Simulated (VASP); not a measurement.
# Au (P6_3/mmc) in VASP: further runs

Runs on Au. Level: LDA. Tasks: relaxation of cell and atoms, single point.

All numbers are computed with VASP 6.6.1; they aren't measurements. Logs are shortened: lines on timing, memory, paths and dates and some standing lists are left out, and cuts for length are marked.

### Step 1. The cell of the first run

Symmetry: P6_3/mmc, No. 194, hexagonal system. The conventional cell has a = 2.545 Å, b = 2.545 Å, c = 4.202 Å, α = 90.00°, β = 90.00°, γ = 120.00°. Within 3.4 Å of Au (site symmetry -6m2) lie 12 Au at 2.54 to 2.56 Å.

### Step 2. Relaxation of cell and atoms, LDA, target pressure 170 GPa, at which the enthalpy is minimised

The input, INCAR:

```
SYSTEM = Au
ALGO = Normal
EDIFF = 1E-7
EDIFFG = -0.005
ENCUT = 600
GGA = CA
IBRION = 2
ISIF = 3
ISMEAR = -1
LASPH = .True.
LCHARG = .False.
LREAL = .False.
LWAVE = .False.
NELM = 100
NSW = 32
PREC = Accurate
PSTRESS = 1700.0
SIGMA = 0.05
```

The input, KPOINTS:

```
k-points
0
Gamma
  17 17 9
  0 0 0
```

The input, POSCAR:

```
Au
1.0
    2.5447744050      0.0000000000      0.0000000000
   -1.2723872025      2.2038392817      0.0000000000
    0.0000000000      0.0000000000      4.2024725645
Au
2
Direct
    0.3333333333      0.6666666667      0.2500000000
    0.6666666667      0.3333333333      0.7500000000
```

Potentials or basis: VASP PAW LDA potentials, release 64 (Au).

Started as:

```sh
$ cat potpaw_LDA.64/Au/POTCAR > POTCAR
$ mpirun -np 1 vasp_std > vasp.out
```

OUTCAR:

```text
SYSTEM = Au
   EDIFF = 1E-7
   EDIFFG = -0.005
   ENCUT = 600
   GGA = CA
   IBRION = 2
   ISIF = 3
   ISMEAR = -1
   LASPH = .True.
   LREAL = .False.
   NELM = 100
   NSW = 32
   PREC = Accurate
   PSTRESS = 1700.0

 ion  position               nearest neighbor table
   1  0.333  0.667  0.250-   2 2.56   2 2.56   2 2.56   2 2.56   2 2.56   2 2.56
   2  0.667  0.333  0.750-   1 2.56   1 2.56   1 2.56   1 2.56   1 2.56   1 2.56

  LATTYP: Found a hexagonal cell.
 ALAT       =     2.5447744050
 C/A-ratio  =     1.6514126188

  Lattice vectors:

 A1 = (   2.5447744050,   0.0000000000,   0.0000000000)
 A2 = (  -1.2723872025,   2.2038392817,   0.0000000000)
 A3 = (   0.0000000000,   0.0000000000,   4.2024725645)

Analysis of symmetry for initial positions (statically):
=====================================================================
 Subroutine PRICEL returns:
 Original cell was already a primitive cell.

 Routine SETGRP: Setting up the symmetry group for a
 hexagonal supercell.

 Subroutine GETGRP returns: Found 24 space group operations
 (whereof 12 operations were pure point group operations)
 out of a pool of 24 trial point group operations.

The static configuration has the point symmetry D_3d.
 The point group associated with its full space group is D_6h.

Analysis of symmetry for dynamics (positions and initial velocities):
=====================================================================
 Subroutine PRICEL returns:
 Original cell was already a primitive cell.

 Routine SETGRP: Setting up the symmetry group for a
 hexagonal supercell.

 Subroutine GETGRP returns: Found 24 space group operations
 (whereof 12 operations were pure point group operations)
 out of a pool of 24 trial point group operations.

The dynamic configuration has the point symmetry D_3d.
 The point group associated with its full space group is D_6h.

 Subroutine INISYM returns: Found 24 space group operations
 (whereof 12 operations are pure point group operations),
 and found     1 'primitive' translations

----------------------------------------------------------------------------------------

                                     Primitive cell

  volume of cell :      23.5686

  direct lattice vectors                    reciprocal lattice vectors
     2.544774405  0.000000000  0.000000000     0.392962142  0.226876798  0.000000000
[... 98 lines left out ...]
   NUPDOWN=      -1.0000    fix difference up-down
   EMIN   =  10.00;   EMAX   =-10.00  energy-range for DOS
   EFERMI =   0.00;   METHOD = LEGACY
   ISMEAR =    -1;   SIGMA  =   0.05  broadening in eV -4-tet -1-fermi 0-gaus
   EFERMI_NEDOS =   21; number of points for ismear=-14 and -15
   IALGO  =     38    algorithm
   IMIX   =      4    mixing-type and parameters
     AMIX     =   0.40;   BMIX     =  1.00
     AMIX_MAG =   1.60;   BMIX_MAG =  1.00
  volume/ion in A,a.u.               =      11.78        79.52
  Fermi-wavevector in a.u.,A,eV,Ry     =   1.599942  3.023453 34.828409  2.559816
  Thomas-Fermi vector in A             =   2.697156
   LORBIT       =      0    0 simple, 1 ext, 2 COOP (PROOUT), +10 PAW based schemes
   GGA     = CA    functional components
   LHFCALC =     F    Hartree Fock is set to
   AEXX    =    0.0000 exact exchange contribution
   IVDW    =     0    specifies the selected vdW correction
   LEPSILON=     F    determine dielectric tensor
   LRPA    =     F    only Hartree local field effects (RPA)
 conjugate gradient relaxation of ions
 non-spin polarized calculation
  energy-cutoff  :      600.00
  volume of cell :       23.57
 maximum number of plane-waves:       801
   NGX = 11   NGY = 11   NGZ = 17

--------------------------------------- Ionic step        1  -------------------------------------------

 number of electron      21.9999999 magnetization

 Free energy of the ion-electron system (eV)
  ---------------------------------------------------
  ext. energy  EPLUGINS =         0.00000000
  ---------------------------------------------------
  free energy    TOTEN  =        -5.25676666 eV

  energy without entropy =       -5.25459544  energy(sigma->0) =       -5.25568105

------------------------ aborting loop because EDIFF is reached ----------------------------------------

  FORCE on cell =-STRESS in cart. coord.  units (eV):
  Direction    XX          YY          ZZ          XY          YZ          ZX
  --------------------------------------------------------------------------------------
  -------------------------------------------------------------------------------------
  Total       25.4771808     25.4771808     25.4633179      0.0000000     -0.0000000      0.0000000
  in kB     1731.9201157   1731.9201158   1730.9777257      0.0000000     -0.0000000      0.0000000
  external PRESSURE =      31.6059857 kB  Pullay stress =    1700.0000000 kB
[... 101 lines left out ...]
--------------------------------------- Ionic step        4  -------------------------------------------

 number of electron      21.9999999 magnetization

 Free energy of the ion-electron system (eV)
  ---------------------------------------------------
  ext. energy  EPLUGINS =         0.00000000
  ---------------------------------------------------
  free energy    TOTEN  =        -5.33931758 eV

  energy without entropy =       -5.33714425  energy(sigma->0) =       -5.33823092

 E-fermi :  17.0928     XC(G=0): -15.1879

 val. band max:       17.0036164893   @ k =   0.2353   0.2353   0.3333
 cond. band min:      17.1086242500   @ k =   0.4706   0.0000   0.0000
 fundamental gap:      0.1050077606
 Fermi energy:        17.0928210894

 k-point     1 :       0.0000    0.0000    0.0000
  band No.  band energies     occupation
      1       2.4107      2.00000
      2       5.2351      2.00000
      3       9.4072      2.00000
      4       9.7265      2.00000
      5       9.7265      2.00000
      6      10.3825      2.00000
      7      10.3825      2.00000
      8      11.4637      2.00000
      9      11.4637      2.00000
     10      13.9187      2.00000
     11      14.1848      2.00000
     12      14.1848      2.00000
     13      22.2231      0.00000
     14      30.2435      0.00000
[... 401 lines left out ...]
      2       7.3568      2.00000
      3       7.8177      2.00000
      4       7.8710      2.00000
      5       9.5056      2.00000
      6       9.7219      2.00000
      7      10.9977      2.00000
      8      11.3779      2.00000
      9      13.1121      2.00000
     10      14.0168      2.00000
     11      14.4505      2.00000
     12      22.0689      0.00000
     13      22.9443      0.00000
     14      28.1889      0.00000
     15      28.7748      0.00000

 [... further k-points ...]
[... 5 lines left out ...]
  --------------------------------------------------------------------------------------
  -------------------------------------------------------------------------------------
  Total       25.0930320     25.0930320     25.0866386      0.0000000      0.0000000      0.0000000
  in kB     1700.2451498   1700.2451499   1699.8119503      0.0000000      0.0000000      0.0000000
  external PRESSURE =       0.1007500 kB  Pullay stress =    1700.0000000 kB
[... 21 lines left out ...]
  energy  without entropy=       -5.3371442536  energy(sigma->0) =       -5.33823092

  enthalpy is  TOTEN    =        19.7500963918 eV   P V=       25.0894139692

 reached required accuracy - stopping structural energy minimisation
```

OSZICAR:

```text
N       E                     dE             d eps       ncg     rms          rms(c)
DAV:   1     0.146933581848E+03    0.14693E+03   -0.13819E+04  4958   0.169E+03
DAV:   2    -0.397370709104E+01   -0.15091E+03   -0.14668E+03  5230   0.344E+02
DAV:   3    -0.581880423783E+01   -0.18451E+01   -0.18411E+01  6266   0.412E+01
DAV:   4    -0.582493243123E+01   -0.61282E-02   -0.61279E-02  5965   0.232E+00
[... 27 lines left out ...]
   3 F= 0.19750097E+02 E0= 0.19751183E+02  d E =-.760885E-03
       N       E                     dE             d eps       ncg     rms          rms(c)
DAV:   1    -0.533931834246E+01    0.16701E-02   -0.16607E-05  5314   0.448E-02    0.103E-02
DAV:   2    -0.533931765725E+01    0.68521E-06   -0.11137E-06  5328   0.116E-02    0.532E-03
DAV:   3    -0.533931757742E+01    0.79836E-07   -0.26327E-07  3328   0.561E-03
   4 F= 0.19750096E+02 E0= 0.19751183E+02  d E =-.761108E-03
```

Run time: 82 s. Hardware: 1 thread of Intel Xeon 6975P-C, shared host; peak memory 0.19 GiB.

What came out:

```
Free energy                                            : -5.3393 eV
Relaxed volume                                         : 11.82 Å³/atom
Relaxed cell                                           : a = 2.548 Å, b = 2.548 Å, c = 4.207 Å, α = 90.00°, β = 90.00°, γ = 120.00°
Space group after relaxing (to 0.05 Å)                 : P6_3/mmc (No. 194)
Energy change on relaxing (the enthalpy is what falls) : -41.3 meV/atom
Ionic steps                                            : 4
Pressure after relaxing                                : 170.0 GPa
Band gap on the k mesh                                 : zero (band 11 reaches 21.93 eV, above the bottom of band 12 at 13.58 eV)
```

Step by step:
| step | energy change (eV) | largest force (eV/Å) | pressure (GPa) | volume (Å³) |
| --- | --- | --- | --- | --- |
| 1 | 0.0000 | 0.0000 | 173.16 | 23.57 |
| 2 | -0.7884 | 0.0000 | 142.74 | 24.37 |
| 3 | -0.0842 | 0.0000 | 169.94 | 23.65 |
| 4 | -0.0826 | 0.0000 | 170.01 | 23.65 |

Final structure:
```
CELL_PARAMETERS angstrom
2.54757 0.00000 0.00000
-1.27379 2.20626 0.00000
0.00000 0.00000 4.20696
ATOMIC_POSITIONS crystal
Au 0.33333 0.66667 0.25000
Au 0.66667 0.33333 0.75000
```

Caveat: the cell is relaxed towards a set pressure, so the enthalpy falls and the energy may rise; spin-orbit coupling is left out, which moves the levels of the heavy elements.

### Step 3. Relaxation of cell and atoms, LDA, target pressure 170 GPa, at which the enthalpy is minimised

This run uses another cell than the first one: it holds 4 atoms, not 2.

The input, INCAR:

```
PREC = Accurate ; ENCUT = 600
EDIFF = 1E-6 ; ISMEAR = -1
SIGMA = 0.05 ; LREAL = F
LASPH = T ; NELM = 80
ALGO = Normal ; ISIF = 3
LWAVE = F ; LCHARG = F
GGA = CA ; IBRION = 2
NSW = 60 ; EDIFFG = -0.005
PSTRESS = 1700.0
```

The input, KPOINTS:

```
Automatic mesh
0
Gamma
  14 14 4
```

The input, POSCAR:

```
Au
1.0
    2.5579810747      0.0000000000      0.0000000000
   -1.2789905374      2.2152765931      0.0000000000
    0.0000000000      0.0000000000      8.3134384930
Au
4
Direct
    0.0000000000      0.0000000000      0.0000000000
    0.0000000000      0.0000000000      0.5000000000
    0.3333333333      0.6666666667      0.2500000000
    0.6666666667      0.3333333333      0.7500000000
```

Potentials or basis: VASP PAW LDA potentials, release 64 (Au).

Started as:

```sh
$ cat potpaw_LDA.64/Au/POTCAR > POTCAR
$ mpirun -np 1 vasp_std > vasp.out
```

It took 5.1 min on 1 thread of Intel Xeon 6975P-C, shared host; peak memory 0.22 GiB.

The run converged. Its results:

```yaml
Free_energy: -10.6613 eV
Relaxed_volume: 11.82 Å³/atom
Relaxed_cell: a = 2.546 Å, b = 2.546 Å, c = 8.423 Å, α = 90.00°, β = 90.00°, γ = 120.00°
Space_group_after_relaxing_to_0.05_Å: P6_3/mmc (No. 194)
Energy_change_on_relaxing_the_enthalpy_is_what_falls: -51.3 meV/atom
Ionic_steps: 9
Pressure_after_relaxing: 170.0 GPa
Band_gap_on_the_k_mesh: zero (band 22 reaches 20.67 eV, above the bottom of band 23 at 14.00 eV)
```

The path:
```csv
step,energy change (eV),largest force (eV/Å),pressure (GPa),volume (Å³)
1,0.0000,0.0000,173.79,47.11
2,-1.8446,0.0000,138.15,49.01
3,-0.4177,0.0000,165.91,47.49
4,0.2113,0.0000,177.69,46.94
5,-0.2516,0.0000,169.15,47.33
6,-0.2481,0.0000,169.21,47.32
7,-0.0123,0.0000,173.72,47.10
8,-0.2059,0.0000,170.05,47.28
9,-0.2051,0.0000,170.02,47.28
```

Final structure:
```
CELL_PARAMETERS angstrom
2.54596 0.00000 0.00000
-1.27298 2.20486 0.00000
0.00000 0.00000 8.42311
ATOMIC_POSITIONS crystal
Au 0.00000 0.00000 0.00000
Au 0.00000 0.00000 0.50000
Au 0.33333 0.66667 0.25000
Au 0.66667 0.33333 0.75000
```

Levels at points of the mesh, in eV from the Fermi level:
```csv
k point,band 18,band 19,band 20,band 21,band 22,band 23,band 24,band 25,band 26
"(0.00, 0.00, 0.00)",-4.45,-4.45,-3.80,-3.80,-3.27,-2.69,-2.69,5.09,11.53
"(0.50, 0.00, 0.00)",-2.23,-2.06,-2.01,-2.01,-1.33,1.53,1.92,5.88,5.95
"(0.00, 0.00, 0.50)",-4.88,-4.88,-4.88,-3.18,-3.18,-3.18,-3.18,8.32,8.32
"(0.50, 0.00, 0.50)",-2.35,-2.04,-2.04,0.01,0.01,1.29,1.29,5.96,5.96
```

Caveat: the cell is relaxed towards a set pressure, so the enthalpy falls and the energy may rise; spin-orbit coupling is left out, which moves the levels of the heavy elements.

### Step 4. Single point, LDA

The input, INCAR:

```
SYSTEM = Au
  PREC = Accurate
  ENCUT = 520
  EDIFF = 1E-6
  ISMEAR = -1
  SIGMA = 0.05
  LREAL = .False.
  LASPH = .True.
  NELM = 60
  ALGO = Normal
  ISIF = 2
  LWAVE = .False.
  LCHARG = .True.
  LELF = .True.
  LVHAR = .True.
  NBANDS = 18
```

The input, KPOINTS:

```
regular mesh
0
Gamma
  17 17 9
  0 0 0
```

The input, POSCAR:

```
Au
1.0
    2.5447744050      0.0000000000      0.0000000000
   -1.2723872025      2.2038392817      0.0000000000
    0.0000000000      0.0000000000      4.2024725645
Au
2
Direct
    0.3333333333      0.6666666667      0.2500000000
    0.6666666667      0.3333333333      0.7500000000
```

Started as:

```sh
$ cat potpaw_LDA.64/Au/POTCAR > POTCAR
$ mpirun -np 1 vasp_std > vasp.out
```

Wall time 41 s (1 thread of Intel Xeon Platinum 8375C at 2.90GHz (Ice Lake), shared host); peak memory 0.17 GiB.

Results (log left out):

| Quantity | Value |
| --- | --- |
| Free energy | -5.2569 eV |
| Pressure | 173.0 GPa |
| Band gap on the k mesh | zero (band 11 reaches 22.03 eV, above the bottom of band 12 at 13.66 eV) |

Stress tensor (GPa, compression positive):
```
173.03   0.00   0.00
  0.00 173.03   0.00
  0.00   0.00 172.93
```

Levels at points of the mesh, in eV from the Fermi level:
```tsv
k point	band 9	band 10	band 11	band 12	band 13	band 14
(0.00, 0.00, 0.00)	-5.65	-3.20	-2.92	-2.92	5.15	13.13
```

Caveat: spin-orbit coupling is left out, which moves the levels of the heavy elements.

### Step 5. Single point, LDA

The input, INCAR:

```
SYSTEM = Au
PREC = Accurate
ENCUT = 520
EDIFF = 1E-7
ISMEAR = -1
SIGMA = 0.05
LREAL = .FALSE.
LASPH = .TRUE.
NELM = 60
ALGO = Normal
ISIF = 2
LWAVE = .FALSE.
LCHARG = .FALSE.
GGA = CA
NBANDS = 18
```

The input, KPOINTS:

```
Automatic mesh
0
G
  17 17 9
  0 0 0
```

POSCAR is that of step 4.

Started as:

```sh
$ cat potpaw_LDA.64/Au/POTCAR > POTCAR
$ mpirun -np 1 vasp_std > vasp.out
```

It took 47 s on 1 thread of Intel Xeon Platinum 8375C at 2.90GHz (Ice Lake), shared host; peak memory 0.17 GiB.

It converged, with:

| Item | Value |
| --- | --- |
| Free energy | -5.2569 eV |
| Pressure | 173.0 GPa |
| Band gap on the k mesh | zero (band 11 reaches 22.03 eV, above the bottom of band 12 at 13.66 eV) |

Stress tensor (GPa, compression positive):
```
173.03   0.00   0.00
  0.00 173.03   0.00
  0.00   0.00 172.93
```

Levels at points of the mesh, in eV from the Fermi level:
```csv
k point,band 9,band 10,band 11,band 12,band 13,band 14
"(0.00, 0.00, 0.00)",-5.65,-3.20,-2.92,-2.92,5.15,13.13
```

Caveat: spin-orbit coupling is left out, which moves the levels of the heavy elements.

### Step 6. Summary

| task | cell | k mesh | cutoff (eV) | gap on the mesh (eV) | pressure (GPa) |
| --- | --- | --- | --- | --- | --- |
| relaxation of cell and atoms | relaxed to 170 GPa from a = 2.545, b = 2.545, c = 4.202 Å, angles 90.0, 90.0, 120.0°, 2 atoms | 17 × 17 × 9 | 600 | none | 170.0 |
| relaxation of cell and atoms | relaxed to 170 GPa from a = 2.558, b = 2.558, c = 8.313 Å, angles 90.0, 90.0, 120.0°, 4 atoms | 14 × 14 × 4 | 600 | none | 170.0 |
| single point | a = 2.545, b = 2.545, c = 4.202 Å, angles 90.0, 90.0, 120.0°, 2 atoms | 17 × 17 × 9 | 520 | none | 173.0 |

Alike in all rows: level LDA; potentials or basis VASP PAW LDA potentials, release 64 (Au); no spin polarisation; smearing fermi-dirac 0.05 eV.

Caveats: spin-orbit coupling is left out, which moves the levels of the heavy elements; the cell is relaxed towards a set pressure, so the enthalpy falls and the energy may rise (some runs).

Absolute energies hang on the potentials; compare differences alone.
